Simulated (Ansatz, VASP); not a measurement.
**Two plane-wave programs on B**

INCAR

```
PREC = Accurate
ENCUT = 520
EDIFF = 1E-7
ISMEAR = -1
SIGMA = 0.1
LREAL = False
LASPH = True
NELM = 80
ALGO = Normal
ISIF = 2
LWAVE = False
LCHARG = True
GGA = RE
LELF = True
LVHAR = True
NBANDS = 10
```

The input KPOINTS:

```
regular mesh
0
Gamma
  23 23 4
```

File POSCAR:

```
B
1.0
    1.7228536253      0.0000000000      0.0000000000
   -0.8614268127      1.4920350066      0.0000000000
    0.0000000000      0.0000000000     10.8823619131
B
2
Direct
    0.3333333333      0.6666666667      0.2500000000
    0.6666666667      0.3333333333      0.7500000000
```

Input for Ansatz:

```yaml
crystal:
  lattice:
    - [1.7228536253, 0.0, 0.0]
    - [-0.8614268127, 1.4920350066, 0.0]
    - [0.0, 0.0, 10.8823619131]
  atoms:
    - { symbol: B, position: [0.3333333333, 0.6666666667, 0.25] }
    - { symbol: B, position: [0.6666666667, 0.3333333333, 0.75] }
hamiltonian:
  xc: revpbe
  pseudopotentials:
    kind: paw
    azcp:
      B: "pseudopotentials/B.paw.azcp"
basis:
  ecutwfc: 420
  fft_grid_basis: typed
kpoints:
  mp_grid: { grid: [23, 23, 4], shift: [0, 0, 0] }
magnetization:
  spin_polarized: false
scf:
  occupations: { method: fermi_dirac, width: 0.1 }
  lower_state_search: "off"
output:
  stress: true
```

Alike in both runs: task single point; functional revPBE; k mesh 23 × 23 × 4; occupations fermi-dirac, width 0.1 eV; no spin polarisation.

```csv
,VASP,Ansatz
version,VASP 6.6.1,Ansatz 0.2.0
potentials or method,"VASP PAW PBE potentials, release 64 (B), cutoff 520 eV","plane waves (420 eV) with PAW, scalar-relativistic"
valence electrons in the cell,6,6
```

VASP gave:

```
pressure (GPa)                                                : -1.2
traceless stress, the component that is largest in VASP (GPa) : 1.22
```

Which values does Ansatz return?

Pressure (GPa): -1.1; traceless stress, the component that is largest in VASP (GPa): 1.19.

VASP's potentials were made for PBE, not for revPBE.
